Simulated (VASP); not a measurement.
# W in VASP: single point with r2SCAN

Aim: the single point of W with r2SCAN.

Everything below comes from runs of VASP 6.6.1. Logs are shortened: lines on timing, memory, paths and dates and some standing lists are left out, and cuts for length are marked.

## (1) The cell of the first run

The typed cell holds 1 atom: a = 2.761 Å, b = 2.761 Å, c = 3.189 Å, α = 54.73°, β = 54.73°, γ = 70.53°.

## (2) Single point, r2SCAN

The input, POSCAR:

```
W
1.0
    0.0000000000      2.2546641947      1.5940475856
    2.2546641947      0.0000000000      1.5940475856
    2.2546641947      2.2546641947      0.0000000000
W
1
Direct
    0.0000000000      0.0000000000      0.0000000000
```

The input, INCAR.step1:

```
SYSTEM = W
ALGO = Normal
EDIFF = 1E-4
ENCUT = 520
GGA = PE
ISMEAR = 0
LASPH = .TRUE.
LCHARG = .FALSE.
LREAL = .FALSE.
LWAVE = .TRUE.
NBANDS = 13
NELM = 100
PREC = Accurate
SIGMA = 0.15
```

The input, INCAR.step2:

```
SYSTEM = W
ALGO = Normal
EDIFF = 1E-6
ENCUT = 520
ISIF = 2
ISMEAR = 0
ISTART = 1
LASPH = .TRUE.
LCHARG = .FALSE.
LMIXTAU = .TRUE.
LREAL = .FALSE.
LWAVE = .FALSE.
METAGGA = R2SCAN
NBANDS = 13
NELM = 100
PREC = Accurate
SIGMA = 0.15
```

The input, KPOINTS:

```
k-points
0
G
  28 28 28
  0 0 0
```

Potentials or basis: VASP PAW PBE potentials, release 64 (W_sv).

On the command line:

```console
cat potpaw_PBE.64/W_sv/POTCAR > POTCAR
cp INCAR.step1 INCAR
mpirun -np 1 vasp_std > vasp.out
cp INCAR.step2 INCAR
mpirun -np 1 vasp_std > vasp.out
```

OUTCAR:

```text
SYSTEM = W
   EDIFF = 1E-6
   ENCUT = 520
   ISIF = 2
   ISMEAR = 0
   ISTART = 1
   LASPH = .TRUE.
   LREAL = .FALSE.
   METAGGA = R2SCAN
   NELM = 100
   PREC = Accurate

 ion  position               nearest neighbor table
   1  0.000  0.000  0.000-

  LATTYP: Found a body centered tetragonal cell.
 ALAT       =     3.1885766827
 C/A-ratio  =     0.9998489886

  Lattice vectors:

 A1 = (   0.0000000000,  -2.2546641947,  -1.5940475856)
 A2 = (   0.0000000000,   2.2546641947,  -1.5940475856)
 A3 = (   2.2546641947,   0.0000000000,   1.5940475856)

Analysis of symmetry for initial positions (statically):
=====================================================================
 Subroutine PRICEL returns:
 Original cell was already a primitive cell.

 Routine SETGRP: Setting up the symmetry group for a
 body centered tetragonal supercell.

 Subroutine GETGRP returns: Found 16 space group operations
 (whereof 16 operations were pure point group operations)
 out of a pool of 16 trial point group operations.

The static configuration has the point symmetry D_4h.

Analysis of symmetry for dynamics (positions and initial velocities):
=====================================================================
 Subroutine PRICEL returns:
 Original cell was already a primitive cell.

 Routine SETGRP: Setting up the symmetry group for a
 body centered tetragonal supercell.

 Subroutine GETGRP returns: Found 16 space group operations
 (whereof 16 operations were pure point group operations)
 out of a pool of 16 trial point group operations.

The dynamic configuration has the point symmetry D_4h.

 Subroutine INISYM returns: Found 16 space group operations
 (whereof 16 operations are pure point group operations),
 and found     1 'primitive' translations

----------------------------------------------------------------------------------------

                                     Primitive cell

  volume of cell :      16.2067

  direct lattice vectors                    reciprocal lattice vectors
     0.000000000  2.254664195  1.594047586    -0.221762514  0.221762514  0.313666922
     2.254664195  0.000000000  1.594047586     0.221762514 -0.221762514  0.313666922
     2.254664195  2.254664195  0.000000000     0.221762514  0.221762514 -0.313666922

  length of vectors
     2.761249416  2.761249416  3.188576683     0.443558523  0.443558523  0.443558523

  position of ions in fractional coordinates (direct lattice)
     0.000000000  0.000000000  0.000000000

  ion indices of the primitive-cell ions
   primitive index   ion index
                 1           1

----------------------------------------------------------------------------------------

 KPOINTS: k-points

Automatic generation of k-mesh.
 Grid dimensions read from file:
 generate k-points for:   28   28   28

 Generating k-lattice:

  Cartesian coordinates                     Fractional coordinates (reciprocal lattice)
    -0.007920090  0.007920090  0.011202390     0.035714286  0.000000000  0.000000000
     0.007920090 -0.007920090  0.011202390     0.000000000  0.035714286  0.000000000
     0.007920090  0.007920090 -0.011202390     0.000000000  0.000000000  0.035714286

  Length of vectors
     0.015841376  0.015841376  0.015841376

  Shift w.r.t. Gamma in fractional coordinates (k-lattice)
     0.000000000  0.000000000  0.000000000

 Subroutine IBZKPT returns following result:
 ===========================================

 Found   1639 irreducible k-points:

 Following reciprocal coordinates:
            Coordinates               Weight
  0.000000  0.000000  0.000000      1.000000
  0.035714  0.000000  0.000000      8.000000
  0.071429  0.000000  0.000000      8.000000
  0.107143 -0.000000  0.000000      8.000000
  0.142857  0.000000  0.000000      8.000000
  0.178571  0.000000  0.000000      8.000000
[... 16 lines left out ...]
  0.285714  0.035714  0.000000      8.000000
  0.321429  0.035714  0.000000      8.000000
 [... further k-points ...]
   k-points           NKPTS =   1639   k-points in BZ     NKDIM =   1639   number of bands    NBANDS=     13
   number of dos      NEDOS =    301   number of ions     NIONS =      1
   total plane-waves  NPLWV =  13824
   dimension x,y,z NGX =    24 NGY =   24 NGZ =   24
   dimension x,y,z NGXF=    48 NGYF=   48 NGZF=   48
   ions per type =               1
   NGX,Y,Z   is equivalent  to a cutoff of  14.45, 14.45, 12.51 a.u.
   NGXF,Y,Z  is equivalent  to a cutoff of  28.90, 28.90, 25.03 a.u.
 SYSTEM =  W
   PREC   = accura    normal or accurate (medium, high low for compatibility)
   ISTART =      1    job   : 0-new  1-cont  2-samecut
   ICHARG =      0    charge: 1-file 2-atom 10-const
   ISPIN  =      1    spin polarized calculation?
   LNONCOLLINEAR =      F non collinear calculations
   LSORBIT =      F    spin-orbit coupling
   LASPH  =      T    aspherical Exc in radial PAW
   ENCUT  =  520.0 eV  38.22 Ry    6.18 a.u.   5.13  5.13  5.93*2*pi/ulx,y,z
   NELM   =    100;   NELMIN=  2; NELMDL=  0     # of ELM steps
   EDIFF  = 0.1E-05   stopping-criterion for ELM
   LREAL  =      F    real-space projection
   EDIFFG = 0.1E-04   stopping-criterion for IOM
   NSW    =      0    number of steps for IOM
   IBRION =     -1    ionic relax: 0-MD 1-quasi-New 2-CG
   NFREE  =      0    steps in history (QN), initial steepest desc. (CG)
   ISIF   =      2    stress and relaxation
   ISYM   =      2    0-nonsym 1-usesym 2-fastsym
   POTIM  = 0.5000    time-step for ionic-motion
   TEBEG  =    0.0;   TEEND  =   0.0 temperature during run
   PSTRESS=    0.0 pullay stress
   NELECT =      14.0000    total number of electrons
   NUPDOWN=      -1.0000    fix difference up-down
   EMIN   =  10.00;   EMAX   =-10.00  energy-range for DOS
   EFERMI =   0.00;   METHOD = LEGACY
   ISMEAR =     0;   SIGMA  =   0.15  broadening in eV -4-tet -1-fermi 0-gaus
   EFERMI_NEDOS =   21; number of points for ismear=-14 and -15
   IALGO  =     38    algorithm
   IMIX   =      4    mixing-type and parameters
     AMIX     =   0.40;   BMIX     =  1.00
     AMIX_MAG =   1.60;   BMIX_MAG =  1.00
  volume/ion in A,a.u.               =      16.21       109.37
  Fermi-wavevector in a.u.,A,eV,Ry     =   1.559143  2.946352 33.074751  2.430926
  Thomas-Fermi vector in A             =   2.662544
   LORBIT       =      0    0 simple, 1 ext, 2 COOP (PROOUT), +10 PAW based schemes
   METAGGA = R2SCAN    functional components
   LHFCALC =     F    Hartree Fock is set to
   AEXX    =    0.0000 exact exchange contribution
   IVDW    =     0    specifies the selected vdW correction
   LEPSILON=     F    determine dielectric tensor
   LRPA    =     F    only Hartree local field effects (RPA)
 non-spin polarized calculation
 Gauss-broadening in eV      SIGMA  =   0.15
  energy-cutoff  :      520.00
  volume of cell :       16.21
 maximum number of plane-waves:       466
 NGX is ok and might be reduce to    24
   NGX = 11   NGY = 11   NGZ = 11

 number of electron      14.0000002 magnetization

 Free energy of the ion-electron system (eV)
  ---------------------------------------------------
  ext. energy  EPLUGINS =         0.00000000
  ---------------------------------------------------
  free energy    TOTEN  =       -51.35104884 eV

  energy without entropy =      -51.34607581  energy(sigma->0) =      -51.34856232

 E-fermi :  10.9957     XC(G=0): -14.8175

 val. band max:       10.9932463583   @ k =  -0.3214   0.2500   0.0000
 cond. band min:      11.0029778660   @ k =  -0.4643   0.0000   0.4643
 fundamental gap:      0.0097315077
 Fermi energy:        10.9957041645

 k-point     1 :       0.0000    0.0000    0.0000
  band No.  band energies     occupation
      1     -65.1755      2.00000
      2     -28.0688      2.00000
      3     -28.0688      2.00000
      4     -28.0688      2.00000
      5       0.9679      2.00000
      6       9.7237      2.00000
      7       9.7257      2.00000
      8       9.7257      2.00000
      9      13.4815      0.00000
     10      13.4843      0.00000
     11      26.1813      0.00000
     12      26.1813      0.00000
     13      26.1844      0.00000

 k-point     2 :       0.0357    0.0000    0.0000
  band No.  band energies     occupation
      1     -65.1738      2.00000
      2     -28.0861      2.00000
      3     -28.0742      2.00000
      4     -28.0689      2.00000
      5       1.0312      2.00000
      6       9.6856      2.00000
      7       9.7173      2.00000
      8       9.7851      2.00000
      9      13.4180      0.00000
     10      13.4819      0.00000
     11      26.2373      0.00000
     12      26.2893      0.00000
     13      26.3366      0.00000

 k-point     3 :       0.0714    0.0000    0.0000
  band No.  band energies     occupation
      1     -65.1688      2.00000
      2     -28.1370      2.00000
      3     -28.0900      2.00000
      4     -28.0691      2.00000
      5       1.2183      2.00000
      6       9.5722      2.00000
      7       9.6873      2.00000
      8       9.9654      2.00000
      9      13.2453      0.00000
     10      13.4824      0.00000
     11      26.3899      0.00000
     12      26.6089      0.00000
     13      26.7673      0.00000
[... 305 lines left out ...]
 k-point    23 :       0.2857    0.0357    0.0000
  band No.  band energies     occupation
      1     -65.0904      2.00000
      2     -28.8703      2.00000
      3     -28.3314      2.00000
      4     -28.0856      2.00000
      5       3.9726      2.00000
      6       8.1854      2.00000
      7       9.0561      2.00000
      8      12.6678      0.00000
      9      13.2636      0.00000
     10      13.9384      0.00000
     11      25.6936      0.00000
     12      27.1418      0.00000
     13      32.0434      0.00000

 k-point    24 :       0.3214    0.0357    0.0000
  band No.  band energies     occupation
      1     -65.0759      2.00000
      2     -29.0008      2.00000
      3     -28.3747      2.00000
      4     -28.0860      2.00000
      5       4.3165      2.00000
      6       7.9573      2.00000
      7       9.2228      2.00000
      8      12.8593      0.00000
      9      14.0327      0.00000
     10      14.0872      0.00000
     11      24.9608      0.00000
     12      26.1329      0.00000
     13      32.7148      0.00000

 [... further k-points ...]

------------------------ aborting loop because EDIFF is reached ----------------------------------------

  FORCE on cell =-STRESS in cart. coord.  units (eV):
  Direction    XX          YY          ZZ          XY          YZ          ZX
  --------------------------------------------------------------------------------------
  -------------------------------------------------------------------------------------
  Total       -0.4546013     -0.4546013     -0.4495391      0.0000000      0.0000000      0.0000000
  in kB      -44.9413633    -44.9413633    -44.4409168      0.0000000      0.0000000      0.0000000
  external PRESSURE =     -44.7745478 kB  Pullay stress =       0.0000000 kB

 VOLUME and BASIS-vectors are now :
 -----------------------------------------------------------------------------
  energy-cutoff  :      520.00
  volume of cell :       16.21
      direct lattice vectors                 reciprocal lattice vectors
     0.000000000  2.254664195  1.594047586    -0.221762514  0.221762514  0.313666922
     2.254664195  0.000000000  1.594047586     0.221762514 -0.221762514  0.313666922
     2.254664195  2.254664195  0.000000000     0.221762514  0.221762514 -0.313666922

 POSITION                                       TOTAL-FORCE (eV/Angst)
 -----------------------------------------------------------------------------------
      0.00000      0.00000      0.00000         0.000000      0.000000      0.000000
 -----------------------------------------------------------------------------------
    total drift:                                0.000000      0.000000      0.000000

  FREE ENERGIE OF THE ION-ELECTRON SYSTEM (eV)
  ---------------------------------------------------
  free  energy   TOTEN  =       -51.3510488392 eV

  energy  without entropy=      -51.3460758081  energy(sigma->0) =      -51.34856232
```

It took 5.3 min on 1 thread of Intel Xeon 6975P-C (Granite Rapids), shared host; peak memory 0.43 GiB.

Results:

* Free energy: -51.3510 eV
* Pressure: -4.5 GPa
* Band gap on the k mesh: zero (bands 7 and 8 overlap by 6.42 eV)

Caveat: the cell stands under tension; the PAW data sets were made with another functional, which shifts forces and pressure a little; spin-orbit coupling is left out, which moves the levels of the heavy elements.
